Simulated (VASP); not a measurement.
Write the native input for VASP 6.6.1 that does the following.

```yaml
Task: single point
Functional: PBE
Potentials_or_basis: VASP PAW PBE potentials, release 64 (Al, Ru_pv)
Cutoff: 400 eV
k_mesh: 6 × 6 × 1
Occupations: fermi-dirac, width 0.15 eV
Spin: no spin polarisation
Dipole_correction: yes
Further_INCAR_settings: ALGO = Normal; EDIFF = 1e-06; NBANDS = 44; NELMDL = -8
```

The structure of AlRu lies in POSCAR:

```
AlRu
1.0
    2.9916000000      0.0000000000      0.0000000000
    0.0000000000      2.9916000000      0.0000000000
    0.0000000000      0.0000000000     24.4706000000
Al Ru
4 4
Direct
    0.0000000000      0.0000000000      0.2860575548
    0.0000000000      0.0000000000      0.4083103806
    0.0000000000      0.0000000000      0.5305632065
    0.0000000000      0.0000000000      0.6528160323
    0.5000000000      0.5000000000      0.3471839677
    0.5000000000      0.5000000000      0.4694367935
    0.5000000000      0.5000000000      0.5916896194
    0.5000000000      0.5000000000      0.7139424452
```

The input as run:

INCAR

```
SYSTEM = AlRu
ALGO     = Normal         ! electronic algorithm
DIPOL    = 0.5 0.5 0.500
EDIFF    = 1E-6           ! SCF threshold, eV
ENCUT    = 400            ! plane-wave cutoff, eV
GGA      = PE             ! functional
GGA_COMPAT= .False.      
IDIPOL   = 3            
ISIF     = 2              ! what is computed and relaxed
ISMEAR   = -1             ! smearing method
LASPH    = .True.         ! aspherical terms in the spheres
LCHARG   = .False.        ! write CHGCAR
LDIPOL   = .True.       
LREAL    = .False.        ! projectors in reciprocal space
LWAVE    = .False.        ! write WAVECAR
NBANDS   = 44             ! bands
NELM     = 120            ! most SCF steps
NELMDL   = -8           
PREC     = Accurate       ! precision mode
SIGMA    = 0.15           ! smearing width, eV
```

KPOINTS

```
k-points
0
Gamma
  6 6 1
  0 0 0
```

Potentials or basis: VASP PAW PBE potentials, release 64 (Al, Ru_pv).

Launch:

```console
$ cat potpaw_PBE.64/Al/POTCAR potpaw_PBE.64/Ru_pv/POTCAR > POTCAR
$ mpirun -np 1 vasp_std > vasp.out
```

It gave:

| Quantity | Value |
| --- | --- |
| Largest force | 1.468 eV/Å |
| Band gap on the k mesh | zero (bands 34 and 35 overlap by 1.74 eV) |

Wall time 6.6 min on 1 thread of Intel(R) Xeon(R) Platinum 8375C CPU @ 2.90GHz (Ice Lake), with other jobs on the host, peak memory 0.26 GiB.
